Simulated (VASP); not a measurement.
Here is a VASP 6.6.1 calculation.

INCAR

```
PREC = Accurate
ENCUT = 600
EDIFF = 1E-6
ISMEAR = -1
SIGMA = 0.1
LREAL = F
LASPH = T
NELM = 80
ALGO = Normal
ISIF = 3
LWAVE = F
LCHARG = F
GGA = PE
IBRION = 2
NSW = 60
EDIFFG = -0.005
PSTRESS = 1200.0
```

The input KPOINTS:

```
Automatic mesh
0
Gamma
  17 17 9
```

The input POSCAR:

```
Ta
1.0
    2.6783025648      0.0000000000      0.0000000000
   -1.3391512824      2.3194780601      0.0000000000
    0.0000000000      0.0000000000      4.3388501550
Ta
2
Direct
    0.3333333333      0.6666666667      0.2500000000
    0.6666666667      0.3333333333      0.7500000000
```

Potentials or basis: VASP PAW PBE potentials, release 64 (Ta_pv).

The run is started by

```bash
$ cat potpaw_PBE.64/Ta_pv/POTCAR > POTCAR
$ mpirun -np 1 vasp_std > vasp.out
```

Problem. What does it give for the space group after relaxing (to 0.05 Å)?

Solution. P6_3/mmc (No. 194).

Problem. Estimate the band gap on the k mesh.

Solution. Zero (band 11 reaches 11.33 eV, above the bottom of band 12 at 7.69 eV).

Problem. Estimate the relaxed cell.

Solution. a = 2.606 Å, b = 2.606 Å, c = 4.546 Å, α = 90.00°, β = 90.00°, γ = 120.00°.

Problem. Estimate the relaxed volume.

Solution. 13.36 Å³/atom.

The path:
```csv
step,energy change (eV),largest force (eV/Å),pressure (GPa),volume (Å³)
1,0.0000,0.0000,114.58,26.95
2,1.4195,0.0000,157.24,25.17
3,0.4381,0.0000,128.31,26.32
4,0.1572,0.0000,122.04,26.63
5,0.1446,0.0000,121.73,26.65
6,-0.0006,0.0000,117.52,26.84
7,0.0903,0.0000,120.14,26.72
8,0.0914,0.0000,120.15,26.72
9,0.0856,0.0000,120.03,26.72
```

Caveat: the cell is relaxed towards a set pressure, so the enthalpy falls and the energy may rise; spin-orbit coupling is left out, which moves the levels of the heavy elements.
